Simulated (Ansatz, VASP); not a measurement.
# Two plane-wave programs on PtSe

The input INCAR:

```
  PREC = Accurate
  ENCUT = 520
  EDIFF = 1E-6
  ISMEAR = -1
  SIGMA = 0.05
  LREAL = F
  LASPH = T
  NELM = 150
  ALGO = Normal
  ISIF = 2
  LWAVE = F
  LCHARG = F
  LMAXMIX = 4
  LDAU = T
  LDAUTYPE = 2
  LDAUL = 2 -1
  LDAUU = 6 0
  LDAUJ = 0 0
  LDAUPRINT = 1
  GGA = PE
  NBANDS = 15
```

File KPOINTS:

```
Automatic mesh
0
Gamma
  8 8 7
```

The input POSCAR:

```
PtSe
1.0
    3.7018703300      0.0000000000      0.0000000000
   -1.8509351600      3.2059137500      0.0000000000
    0.0000000000      0.0000000000      3.6128420300
Pt Se
1 1
Direct
    0.0000000000      0.0000000000      0.0000000000
    0.6666666667      0.3333333333      0.5000000000
```

The input input.yaml:

```yaml
crystal:
  lattice:
    - [3.70187033, 0.0, 0.0]
    - [-1.85093516, 3.20591375, 0.0]
    - [0.0, 0.0, 3.61284203]
  atoms:
    - { symbol: Pt, position: [0.0, 0.0, 0.0] }
    - { symbol: Se, position: [0.6666666667, 0.3333333333, 0.5] }
hamiltonian:
  xc: pbe
  pseudopotentials: { kind: paw }
  hubbard: { sites: [{ species: Pt, l: d, u_eff: 6.0 }] }
kpoints:
  mp_grid: { grid: [8, 8, 7] }
scf:
  occupations: { method: fermi_dirac, width: 0.05 }
  n_extra_bands: 6
output:
  forces: true
  stress: true
  eigenvalues: true
  dos: { projected: true, de: 0.05, nscf_kmesh: { grid: [12, 12, 11] } }
  write_density: true
  write_potential: true
  elf: true
  volumetric_format: npy
```

Alike in both runs: functional PBE; k mesh 8 × 8 × 7; occupations fermi-dirac, width 0.05 eV; no spin polarisation; Hubbard terms Pt d U = 6.0 eV.

|  | VASP | Ansatz |
| --- | --- | --- |
| version | VASP 6.6.1 | Ansatz 0.2.0 |
| potentials or method | VASP PAW PBE potentials, release 64 (Pt, Se) | Ansatz PAW |
| plane-wave cutoff (eV) | 520 | 420 |
| valence electrons in the cell | 16 | 34 |
| task | single point | projected density of states |

|  | VASP | Ansatz | Ansatz less VASP |
| --- | --- | --- | --- |
| gap on the k mesh at the Fermi level (eV) | none | none | - |
| pressure (GPa) | -14.1 | -10.5 | +3.66 |
| traceless stress, the component that is largest in VASP (GPa) | -3.84 | -3.01 | +0.831 |

The programs project onto different local orbitals, so the same U acts differently, and such runs can settle in different states. A gap of «none» marks a metal or a gap that the smearing closes. VASP's potentials hold 16 valence electrons a cell and Ansatz's 34, so a difference there can come from the potentials and not from the codes.

Neither program's run includes spin-orbit coupling.
